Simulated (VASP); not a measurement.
**ZrO2: single point with PBE**

ZrO2:

```xyz
6
Lattice="3.6043 0.0000 0.0000 0.0000 3.6043 0.0000 0.0000 0.0000 5.2640" Properties=species:S:1:pos:R:3 pbc="T T T"
Zr    1.8022    1.8022    2.6320
Zr    0.0000    0.0000    0.0000
O     0.0000    1.8022    3.6493
O     1.8022    0.0000    4.2467
O     1.8022    0.0000    1.6147
O     0.0000    1.8022    1.0173
```

```yaml
Program: VASP 6.6.1
Task: single point
Functional: PBE
Potentials_or_basis: VASP PAW PBE potentials, release 64 (Zr_sv, O)
Cutoff: 600 eV
k_mesh: 6 × 6 × 4
Occupations: gaussian, width 0.1 eV
Spin: no spin polarisation
```

- Pressure: 3.0 GPa
- Largest force: 0.076 eV/Å
- Band gap on the k mesh: 4.10 eV, indirect (least direct gap 4.18 eV)

Forces on the atoms (eV/Å):
```
Zr   0.000  0.000  0.000
Zr   0.000  0.000  0.000
O    0.000  0.000  0.076
O    0.000  0.000 -0.076
O    0.000  0.000 -0.076
O    0.000  0.000  0.076
```

Stress tensor (GPa, compression positive):
```
3.33 0.00 0.00
0.00 3.33 0.00
0.00 0.00 2.31
```

Levels at points of the mesh, in eV from the valence-band top:
```tsv
k point	band 20	band 21	band 22	band 23	band 24	band 25	band 26	band 27	band 28	band 29
(0.00, 0.00, 0.00)	-1.32	-0.84	-0.15	-0.08	-0.08	4.10	4.63	5.25	5.49	6.63
(0.50, 0.00, 0.00)	-2.00	-1.37	-1.37	-0.11	-0.11	4.50	4.50	5.43	5.43	6.57
(0.50, 0.50, 0.00)	-1.05	-0.78	-0.78	-0.51	-0.51	5.15	5.15	5.58	5.58	6.24
(0.00, 0.00, 0.50)	-2.60	-0.56	-0.56	0.00	0.00	4.62	4.62	5.30	5.30	8.37
(0.50, 0.00, 0.50)	-1.74	-1.28	-1.28	-0.78	-0.78	4.58	4.58	4.93	4.93	6.40
(0.50, 0.50, 0.50)	-1.74	-1.49	-1.49	-0.09	-0.09	5.18	5.18	5.78	5.78	6.38
```

It took 88 s on 1 thread of Intel Xeon 6975P-C, on a shared host, peak memory 0.22 GiB.

A k mesh can miss the band edges. PBE gaps usually lie below the measured ones, often by a third to a half.
